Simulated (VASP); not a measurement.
# LiBeF3 (Amm2) in VASP: a series of runs, part 2 of 2

VASP 6.6.1. The steps go on from the part before.

## Step 3: Single point, PBE

INCAR reads:

```
SYSTEM = LiBeF3
ALGO = Normal
EDIFF = 1E-6
ENCUT = 520
GGA = PE
ISIF = 2
ISMEAR = 0
LASPH = .TRUE.
LCHARG = .TRUE.
LELF = .TRUE.
LREAL = .FALSE.
LVHAR = .TRUE.
LWAVE = .FALSE.
NBANDS = 21
NELM = 80
PREC = Accurate
SIGMA = 0.1
```

KPOINTS reads:

```
k-points
0
G
  6 4 4
  0 0 0
```

POSCAR reads:

```
LiBeF3
1.0
    2.7723047801      0.0000000000      0.0000000000
    0.0000000000      2.6187267821      4.0502344904
    0.0000000000     -2.6187267821      4.0502344904
Li Be F
1 1 3
Direct
    0.5000000000      0.6931261096      0.6931261096
    0.0000000000      0.0548644754      0.0548644754
    0.0000000000      0.9055986547      0.4014701605
    0.0000000000      0.4014701605      0.9055986547
    0.5000000000      0.9442675729      0.9442675729
```

Potentials or basis: VASP PAW PBE potentials, release 64 (Li_sv, Be, F).

On the command line:

```bash
$ cat potpaw_PBE.64/Li_sv/POTCAR potpaw_PBE.64/Be/POTCAR potpaw_PBE.64/F/POTCAR > POTCAR
$ mpirun -np 1 vasp_std > vasp.out
```

OUTCAR:

```text
SYSTEM = LiBeF3
   EDIFF = 1E-6
   ENCUT = 520
   GGA = PE
   ISIF = 2
   ISMEAR = 0
   LASPH = .TRUE.
   LREAL = .FALSE.
   NELM = 80
   PREC = Accurate

 ion  position               nearest neighbor table
   1  0.500  0.693  0.693-   3 1.94   4 1.94   3 1.94   4 1.94   5 2.03
   2  0.000  0.055  0.055-   3 1.52   4 1.52   5 1.65   5 1.65
   3  0.000  0.906  0.401-   2 1.52   1 1.94   1 1.94
   4  0.000  0.401  0.906-   2 1.52   1 1.94   1 1.94
   5  0.500  0.944  0.944-   2 1.65   2 1.65   1 2.03

  LATTYP: Found a base centered orthorhombic cell.
 ALAT       =     5.2374535642
 B/A-ratio  =     1.5466426349
 C/A-ratio  =     0.5293230281

  Lattice vectors:

 A1 = (   0.0000000000,   2.6187267821,  -4.0502344904)
 A2 = (   0.0000000000,   2.6187267821,   4.0502344904)
 A3 = (   2.7723047801,   0.0000000000,   0.0000000000)

Analysis of symmetry for initial positions (statically):
=====================================================================
 Subroutine PRICEL returns:
 Original cell was already a primitive cell.

 Routine SETGRP: Setting up the symmetry group for a
 base centered orthorhombic supercell.

 Subroutine GETGRP returns: Found  4 space group operations
 (whereof  4 operations were pure point group operations)
 out of a pool of  8 trial point group operations.

The static configuration has the point symmetry C_2v.

Analysis of symmetry for dynamics (positions and initial velocities):
=====================================================================
 Subroutine PRICEL returns:
 Original cell was already a primitive cell.

 Routine SETGRP: Setting up the symmetry group for a
 base centered orthorhombic supercell.

 Subroutine GETGRP returns: Found  4 space group operations
 (whereof  4 operations were pure point group operations)
 out of a pool of  8 trial point group operations.

The dynamic configuration has the point symmetry C_2v.

 Subroutine INISYM returns: Found  4 space group operations
 (whereof  4 operations are pure point group operations),
 and found     1 'primitive' translations

----------------------------------------------------------------------------------------

                                     Primitive cell

  volume of cell :      58.8087

  direct lattice vectors                    reciprocal lattice vectors
     2.772304780  0.000000000  0.000000000     0.360710701  0.000000000  0.000000000
     0.000000000  2.618726782  4.050234490     0.000000000  0.190932480  0.123449643
     0.000000000 -2.618726782  4.050234490     0.000000000 -0.190932480  0.123449643

  length of vectors
     2.772304780  4.823082975  4.823082975     0.360710701  0.227365403  0.227365403

  position of ions in fractional coordinates (direct lattice)
     0.500000000  0.693126110  0.693126110
     0.000000000  0.054864475  0.054864475
     0.000000000  0.905598655  0.401470160
     0.000000000  0.401470160  0.905598655
     0.500000000  0.944267573  0.944267573

  ion indices of the primitive-cell ions
   primitive index   ion index
                 1           1
                 2           2
                 3           3
                 4           4
                 5           5

[... 29 lines left out ...]
  0.166667  0.000000  0.000000      2.000000
  0.333333  0.000000  0.000000      2.000000
  0.500000  0.000000  0.000000      1.000000
  0.000000  0.250000  0.000000      4.000000
  0.166667  0.250000  0.000000      8.000000
[... 16 lines left out ...]
  0.333333 -0.250000  0.250000      4.000000
  0.500000 -0.250000  0.250000      2.000000
 [... further k-points ...]
   k-points           NKPTS =     28   k-points in BZ     NKDIM =     28   number of bands    NBANDS=     21
   number of dos      NEDOS =    301   number of ions     NIONS =      5
   total plane-waves  NPLWV =  31104
   dimension x,y,z NGX =    24 NGY =   36 NGZ =   36
   dimension x,y,z NGXF=    48 NGYF=   72 NGZF=   72
   ions per type =               1   1   3
   NGX,Y,Z   is equivalent  to a cutoff of  14.39, 12.41, 12.41 a.u.
   NGXF,Y,Z  is equivalent  to a cutoff of  28.78, 24.82, 24.82 a.u.
 SYSTEM =  LiBeF3
   PREC   = accura    normal or accurate (medium, high low for compatibility)
   ISTART =      0    job   : 0-new  1-cont  2-samecut
   ICHARG =      2    charge: 1-file 2-atom 10-const
   ISPIN  =      1    spin polarized calculation?
   LNONCOLLINEAR =      F non collinear calculations
   LSORBIT =      F    spin-orbit coupling
   LASPH  =      T    aspherical Exc in radial PAW
   ENCUT  =  520.0 eV  38.22 Ry    6.18 a.u.   5.15  8.97  8.97*2*pi/ulx,y,z
   NELM   =     80;   NELMIN=  2; NELMDL= -5     # of ELM steps
   EDIFF  = 0.1E-05   stopping-criterion for ELM
   LREAL  =      F    real-space projection
   EDIFFG = 0.1E-04   stopping-criterion for IOM
   NSW    =      0    number of steps for IOM
   IBRION =     -1    ionic relax: 0-MD 1-quasi-New 2-CG
   NFREE  =      0    steps in history (QN), initial steepest desc. (CG)
   ISIF   =      2    stress and relaxation
   ISYM   =      2    0-nonsym 1-usesym 2-fastsym
   POTIM  = 0.5000    time-step for ionic-motion
   TEBEG  =    0.0;   TEEND  =   0.0 temperature during run
   PSTRESS=    0.0 pullay stress
   NELECT =      26.0000    total number of electrons
   NUPDOWN=      -1.0000    fix difference up-down
   EMIN   =  10.00;   EMAX   =-10.00  energy-range for DOS
   EFERMI =   0.00;   METHOD = LEGACY
   ISMEAR =     0;   SIGMA  =   0.10  broadening in eV -4-tet -1-fermi 0-gaus
   EFERMI_NEDOS =   21; number of points for ismear=-14 and -15
   IALGO  =     38    algorithm
   IMIX   =      4    mixing-type and parameters
     AMIX     =   0.40;   BMIX     =  1.00
     AMIX_MAG =   1.60;   BMIX_MAG =  1.00
  volume/ion in A,a.u.               =      11.76        79.37
  Fermi-wavevector in a.u.,A,eV,Ry     =   1.247150  2.356773 21.162286  1.555384
  Thomas-Fermi vector in A             =   2.381296
   LORBIT       =      0    0 simple, 1 ext, 2 COOP (PROOUT), +10 PAW based schemes
   GGA     = PE    functional components
   LHFCALC =     F    Hartree Fock is set to
   AEXX    =    0.0000 exact exchange contribution
   IVDW    =     0    specifies the selected vdW correction
   LEPSILON=     F    determine dielectric tensor
   LRPA    =     F    only Hartree local field effects (RPA)
 non-spin polarized calculation
 Gauss-broadening in eV      SIGMA  =   0.10
  energy-cutoff  :      520.00
  volume of cell :       58.81
 maximum number of plane-waves:      1608
 NGX is ok and might be reduce to    24
   NGX = 11   NGY = 17   NGZ = 17

 number of electron      25.9999975 magnetization

 Free energy of the ion-electron system (eV)
  ---------------------------------------------------
  ext. energy  EPLUGINS =         0.00000000
  ---------------------------------------------------
  free energy    TOTEN  =       -26.79753509 eV

  energy without entropy =      -26.79753509  energy(sigma->0) =      -26.79753509

 E-fermi :  -2.6399     XC(G=0):  -8.1021

 val. band max:       -3.1700183175   @ k =   0.5000   0.5000   0.5000
 cond. band min:       4.3674531792   @ k =   0.0000   0.0000   0.0000
 fundamental gap:      7.5374714967
 Fermi energy:        -2.6399431570

 k-point     1 :       0.0000    0.0000    0.0000
  band No.  band energies     occupation
      1     -43.9114      2.00000
      2     -24.3429      2.00000
      3     -23.1468      2.00000
      4     -23.0224      2.00000
      5      -7.0881      2.00000
      6      -6.2494      2.00000
[... 565 lines left out ...]
     20      13.2529      0.00000
     21      14.3133      0.00000

 [... further k-points ...]

------------------------ aborting loop because EDIFF is reached ----------------------------------------

  FORCE on cell =-STRESS in cart. coord.  units (eV):
  Direction    XX          YY          ZZ          XY          YZ          ZX
  --------------------------------------------------------------------------------------
  -------------------------------------------------------------------------------------
  Total       -0.0600262     -0.0307518      0.0334945      0.0000000      0.0000000      0.0000000
  in kB       -1.6353480     -0.8378003      0.9125220      0.0000000      0.0000000      0.0000000
  external PRESSURE =      -0.5202087 kB  Pullay stress =       0.0000000 kB

 VOLUME and BASIS-vectors are now :
 -----------------------------------------------------------------------------
  energy-cutoff  :      520.00
  volume of cell :       58.81
      direct lattice vectors                 reciprocal lattice vectors
     2.772304780  0.000000000  0.000000000     0.360710701  0.000000000  0.000000000
     0.000000000  2.618726782  4.050234490     0.000000000  0.190932480  0.123449643
     0.000000000 -2.618726782  4.050234490     0.000000000 -0.190932480  0.123449643

 POSITION                                       TOTAL-FORCE (eV/Angst)
 -----------------------------------------------------------------------------------
      1.38615      0.00000      5.61465         0.000000      0.000000      0.014629
      0.00000      0.00000      0.44443         0.000000      0.000000     -0.016460
      0.00000      1.32017      5.29394         0.000000     -0.030790      0.013365
      0.00000     -1.32017      5.29394         0.000000      0.030790      0.013365
      1.38615      0.00000      7.64901         0.000000      0.000000     -0.024899
 -----------------------------------------------------------------------------------
    total drift:                                0.000000     -0.000000      0.000770

  FREE ENERGIE OF THE ION-ELECTRON SYSTEM (eV)
  ---------------------------------------------------
  free  energy   TOTEN  =       -26.7975350851 eV

  energy  without entropy=      -26.7975350851  energy(sigma->0) =      -26.79753509
```

Run time: 23 s. Hardware: 1 thread of AMD EPYC 9R14 (Zen 4), shared host; peak memory 0.15 GiB.

Results:

| Item | Value |
| --- | --- |
| Free energy | -26.7975 eV |
| Largest force | 0.034 eV/Å |
| Band gap on the k mesh | 7.54 eV, indirect (least direct gap 7.58 eV) |

Forces on the atoms (eV/Å):
```
Li   0.000  0.000  0.015
Be   0.000  0.000 -0.016
F    0.000 -0.031  0.013
F    0.000  0.031  0.013
F    0.000  0.000 -0.025
```

Levels at points of the mesh, in eV from the valence-band top:
| k point | band 10 | band 11 | band 12 | band 13 | band 14 | band 15 | band 16 | band 17 |
| --- | --- | --- | --- | --- | --- | --- | --- | --- |
| (0.00, 0.00, 0.00) | -0.75 | -0.29 | -0.06 | -0.04 | 7.54 | 11.53 | 13.16 | 13.95 |
| (0.50, 0.00, 0.00) | -1.50 | -1.11 | -0.82 | -0.05 | 12.11 | 12.36 | 13.75 | 15.24 |
| (0.00, 0.50, 0.00) | -0.99 | -0.42 | -0.24 | -0.15 | 9.35 | 9.92 | 12.21 | 14.89 |
| (0.50, 0.50, 0.00) | -1.41 | -0.82 | -0.64 | -0.53 | 12.41 | 12.53 | 13.73 | 14.04 |
| (0.00, 0.50, 0.50) | -1.25 | -0.37 | -0.18 | -0.05 | 9.46 | 10.90 | 12.54 | 12.79 |
| (0.50, 0.50, 0.50) | -1.10 | -0.75 | -0.72 | 0.00 | 11.95 | 12.86 | 13.04 | 13.93 |

Caveat: the cutoff is under 1.25 times the usual one of these potentials, so pressure, stress and relaxed cells hold a basis-set (Pulay) error. A k mesh can miss the band edges.

## Step 4: Single point, PBE

This run uses another cell than the first one, of 11.82 Å³/atom, 1.005 times its volume.

INCAR reads:

```
SYSTEM = LiBeF3
ALGO     = Normal         ! electronic algorithm
EDIFF    = 1E-6           ! SCF threshold, eV
ENCUT    = 520            ! plane-wave cutoff, eV
GGA      = PE             ! functional
ISIF     = 2              ! what is computed and relaxed
ISMEAR   = 0              ! smearing method
LASPH    = .TRUE.         ! aspherical terms in the spheres
LCHARG   = .FALSE.        ! write CHGCAR
LREAL    = .FALSE.        ! projectors in reciprocal space
LWAVE    = .FALSE.        ! write WAVECAR
NBANDS   = 21             ! bands
NELM     = 100            ! most SCF steps
PREC     = Accurate       ! precision mode
SIGMA    = 0.02           ! smearing width, eV
```

KPOINTS reads:

```
k-points
0
G
  8 6 6
  0 0 0
```

POSCAR reads:

```
LiBeF3
1.0
    2.7677551157      0.0000000000      0.0000000000
    0.0000000000      2.6143307252      4.0830622106
    0.0000000000     -2.6143307252      4.0830622106
Li Be F
1 1 3
Direct
    0.5000000000      0.6939076256      0.6939076256
    0.0000000000      0.0547527578      0.0547527578
    0.0000000000      0.9051718368      0.4009269241
    0.0000000000      0.4009269241      0.9051718368
    0.5000000000      0.9445678287      0.9445678287
```

On the command line:

```bash
$ cat potpaw_PBE.64/Li_sv/POTCAR potpaw_PBE.64/Be/POTCAR potpaw_PBE.64/F/POTCAR > POTCAR
$ mpirun -np 1 vasp_std > vasp.out
```

Run time: 44 s. Hardware: 1 thread of AMD EPYC 9R14 (Zen 4), shared host; peak memory 0.18 GiB.

It converged, with:

- Free energy: -26.7981 eV
- Largest force: 0.042 eV/Å
- Band gap on the k mesh: 7.52 eV, indirect (least direct gap 7.56 eV)

Forces on the atoms (eV/Å):
```
Li   0.000  0.000  0.013
Be   0.000  0.000 -0.025
F    0.000 -0.038  0.019
F    0.000  0.038  0.019
F    0.000  0.000 -0.026
```

Levels at points of the mesh, in eV from the valence-band top:
```csv
k point,band 9,band 10,band 11,band 12,band 13,band 14,band 15,band 16,band 17,band 18
"(0.00, 0.00, 0.00)",-0.88,-0.78,-0.30,-0.07,-0.04,7.52,11.54,13.13,13.90,14.84
"(0.50, 0.00, 0.00)",-1.84,-1.51,-1.11,-0.83,-0.05,12.09,12.34,13.73,15.20,15.89
"(0.00, 0.50, 0.00)",-1.63,-1.00,-0.44,-0.25,-0.16,9.34,9.89,12.19,14.79,15.29
"(0.50, 0.50, 0.00)",-2.02,-1.42,-0.85,-0.65,-0.54,12.41,12.50,13.70,14.00,15.23
"(0.00, 0.50, 0.50)",-1.52,-1.25,-0.38,-0.18,-0.05,9.41,10.87,12.52,12.79,15.18
"(0.50, 0.50, 0.50)",-1.76,-1.13,-0.78,-0.74,0.00,11.94,12.83,13.00,13.92,14.50
```

Caveat: the cutoff is under 1.25 times the usual one of these potentials, so pressure, stress and relaxed cells hold a basis-set (Pulay) error. A k mesh can miss the band edges.

## Step 5: Relaxation of cell and atoms, PBE

INCAR reads:

```
ALGO = Normal
EDIFF = 1E-6
EDIFFG = -0.04
ENCUT = 600
GGA = PE
IBRION = 2
ISIF = 3
ISMEAR = 0
LASPH = T
LCHARG = F
LREAL = F
LWAVE = F
NELM = 100
NSW = 90
PREC = Accurate
SIGMA = 0.1
```

KPOINTS reads:

```
k-points
0
Gamma
  6 4 4
```

POSCAR reads:

```
LiBeF3
1.0
    2.7723047801      0.0000000000      0.0000000000
    0.0000000000      2.6187267821      4.0502344904
    0.0000000000     -2.6187267821      4.0502344904
Li Be F
1 1 3
Direct
    0.5000000000      0.6931261096      0.6931261096
    0.0000000000      0.0548644754      0.0548644754
    0.0000000000      0.9055986547      0.4014701605
    0.0000000000      0.4014701605      0.9055986547
    0.5000000000      0.9442675729      0.9442675729
```

On the command line:

```bash
$ cat potpaw_PBE.64/Li_sv/POTCAR potpaw_PBE.64/Be/POTCAR potpaw_PBE.64/F/POTCAR > POTCAR
$ mpirun -np 1 vasp_std > vasp.out
```

Run time: 20 s. Hardware: 1 thread of AMD EPYC 9R14 (Zen 4), shared host; peak memory 0.16 GiB.

The run converged. Its results:

* Free energy: -26.8048 eV
* Pressure after relaxing: -0.2 GPa
* Largest force after relaxing: 0.032 eV/Å
* Band gap on the k mesh: 7.54 eV, indirect (least direct gap 7.58 eV)

Forces on the atoms (eV/Å):
```
Li   0.000  0.000  0.015
Be   0.000  0.000 -0.015
F    0.000 -0.030  0.011
F    0.000  0.030  0.011
F    0.000  0.000 -0.023
```

Stress tensor (GPa, compression positive):
```
-0.36  0.00  0.00
 0.00 -0.28  0.00
 0.00  0.00 -0.09
```

Final structure:
```
Li Be F
1.0
     2.77230    0.00000    0.00000
     0.00000    2.61873    4.05023
     0.00000   -2.61873    4.05023
Li Be F
1 1 3
Direct
  0.50000 0.69313 0.69313
  0.00000 0.05486 0.05486
  0.00000 0.90560 0.40147
  0.00000 0.40147 0.90560
  0.50000 0.94427 0.94427
```

Levels at points of the mesh, in eV from the valence-band top:
| k point | band 9 | band 10 | band 11 | band 12 | band 13 | band 14 | band 15 | band 16 | band 17 |
| --- | --- | --- | --- | --- | --- | --- | --- | --- | --- |
| (0.00, 0.00, 0.00) | -0.87 | -0.75 | -0.29 | -0.06 | -0.04 | 7.54 | 11.54 | 13.16 | 13.95 |
| (0.50, 0.00, 0.00) | -1.83 | -1.50 | -1.11 | -0.82 | -0.05 | 12.11 | 12.36 | 13.75 | 15.24 |
| (0.00, 0.50, 0.00) | -1.61 | -0.99 | -0.42 | -0.24 | -0.15 | 9.36 | 9.92 | 12.21 | 14.91 |
| (0.50, 0.50, 0.00) | -2.00 | -1.41 | -0.82 | -0.64 | -0.53 | 12.41 | 12.53 | 13.73 | 14.04 |
| (0.00, 0.50, 0.50) | -1.51 | -1.25 | -0.37 | -0.18 | -0.05 | 9.46 | 10.90 | 12.54 | 12.79 |
| (0.50, 0.50, 0.50) | -1.75 | -1.10 | -0.75 | -0.72 | 0.00 | 11.95 | 12.86 | 13.04 | 13.93 |

Caveat: the cutoff is under 1.25 times the usual one of these potentials, so pressure, stress and relaxed cells hold a basis-set (Pulay) error; the relaxation stopped at its first step, so nothing moved. A hybrid or GW would open this gap; PBE tends to underestimate it.

## Step 6: The runs side by side

```tsv
task	cell	k mesh	cutoff (eV)	smearing	gap on the mesh (eV)	largest force (eV/Å)
single point	a = 2.772, b = 4.823, c = 4.823 Å, angles 65.8, 90.0, 90.0°, 5 atoms	6 × 4 × 4	520	gaussian 0.1 eV	7.54	0.03
single point	a = 2.768, b = 4.848, c = 4.848 Å, angles 65.3, 90.0, 90.0°, 5 atoms	8 × 6 × 6	520	gaussian 0.02 eV	7.52	0.04
relaxation of cell and atoms	relaxed from a = 2.772, b = 4.823, c = 4.823 Å, angles 65.8, 90.0, 90.0°, 5 atoms	6 × 4 × 4	600	gaussian 0.1 eV	7.54	0.03
```

Alike in all rows: level PBE; potentials or basis VASP PAW PBE potentials, release 64 (Li_sv, Be, F); no spin polarisation.

Caveats: the cutoff is under 1.25 times the usual one of these potentials, so pressure, stress and relaxed cells hold a basis-set (Pulay) error; the relaxation stopped at its first step, so nothing moved (some runs).

Total energies depend on the potentials used, so only differences within one code and one set of settings carry meaning.
